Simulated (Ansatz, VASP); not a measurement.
ZrS2: VASP beside Ansatz

```
S Zr
1.0
     3.72200    0.00000    0.00000
    -1.86100    3.22335    0.00000
     0.00000    0.00000   31.84163
S Zr
2 1
Direct
  0.66667 0.33333 0.45300
  0.33333 0.66667 0.54700
  0.00000 0.00000 0.50000
```

Alike in both runs: task single point; functional PBE; dispersion D3(BJ); k mesh 9 × 9 × 1; occupations gaussian, width 0.02 eV; no spin polarisation.

```csv
,VASP,Ansatz
version,VASP 6.6.1,Ansatz 0.2.0
potentials or method,"VASP PAW PBE potentials, release 64 (S, Zr_sv), cutoff 400 eV","scalar-relativistic, plane waves, PAW"
valence electrons in the cell,24,24
```

VASP gave:

```
gap on the k mesh at the Fermi level (eV) : 1.13
least direct gap on the mesh (eV)         : 1.67
rms of the force components (eV/Å)        : 0.348
```

Problem. Estimate Ansatz's values.

Solution. gap on the k mesh at the Fermi level (eV): 1.13; least direct gap on the mesh (eV): 1.67; rms of the force components (eV/Å): 0.351.
